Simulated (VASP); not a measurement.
Here is a VASP 6.6.1 calculation.

POSCAR

```
Rb3Cd
1.0
    0.0000000000      4.9561515120      4.9561515120
    4.9561515120      0.0000000000      4.9561515120
    4.9561515120      4.9561515120      0.0000000000
Rb Cd
3 1
Direct
    0.2500000000      0.2500000000      0.2500000000
    0.7500000000      0.7500000000      0.7500000000
    0.5000000000      0.5000000000      0.5000000000
    0.0000000000      0.0000000000      0.0000000000
```

Contents of INCAR.step1:

```
PREC = Accurate
ENCUT = 520
ISMEAR = 1
SIGMA = 0.1
LREAL = F
LASPH = T
NELM = 60
NBANDS = 28
GGA = PE
ALGO = Normal
EDIFF = 1E-4
LWAVE = T
LCHARG = F
```

The input INCAR.step2:

```
PREC = Accurate
ENCUT = 520
EDIFF = 1E-7
ISMEAR = 1
SIGMA = 0.1
LREAL = F
LASPH = T
NELM = 60
ALGO = Normal
ISIF = 2
LWAVE = F
LCHARG = F
METAGGA = R2SCAN
LMIXTAU = T
NBANDS = 28
ISTART = 1
```

Contents of KPOINTS:

```
Automatic mesh
0
Gamma
  4 4 4
```

Potentials or basis: VASP PAW PBE potentials, release 64 (Rb_sv, Cd).

Command:

```bash
$ cat potpaw_PBE.64/Rb_sv/POTCAR potpaw_PBE.64/Cd/POTCAR > POTCAR
$ cp INCAR.step1 INCAR
$ mpirun -np 1 vasp_std > vasp.out
$ cp INCAR.step2 INCAR
$ mpirun -np 1 vasp_std > vasp.out
```

Question: Estimate the pressure.

Answer: -0.1 GPa.

Caveat: the PAW data sets were made with another functional, which shifts forces and pressure a little.
